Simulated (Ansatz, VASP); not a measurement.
MgSe: VASP beside Ansatz

```
CELL_PARAMETERS angstrom
0.00000 2.68042 2.68042
2.68042 0.00000 2.68042
2.68042 2.68042 0.00000
ATOMIC_POSITIONS crystal
Mg 0.00000 0.00000 0.00000
Se 0.50000 0.50000 0.50000
```

Alike in both runs: task single point; functional r2SCAN; k mesh 6 × 6 × 6; no spin polarisation.

|  | VASP | Ansatz |
| --- | --- | --- |
| version | VASP 6.6.1 | Ansatz 0.2.0 |
| potentials or method | VASP PAW PBE potentials, release 64 (Mg, Se) | plane waves, PAW |
| plane-wave cutoff (eV) | 660 | 500 |
| occupations | gaussian, width 0.01 eV | fixed |
| valence electrons in the cell | 8 | 26 |

```tsv
	VASP	Ansatz	Ansatz less VASP
gap on the k mesh at the Fermi level (eV)	2.55	2.58	+0.036
pressure (GPa)	4.3	4.7	+0.33
```

VASP's potentials were made for PBE, not for r2SCAN. VASP's potentials hold 8 valence electrons a cell and Ansatz's 26, so a difference there can come from the potentials and not from the codes.
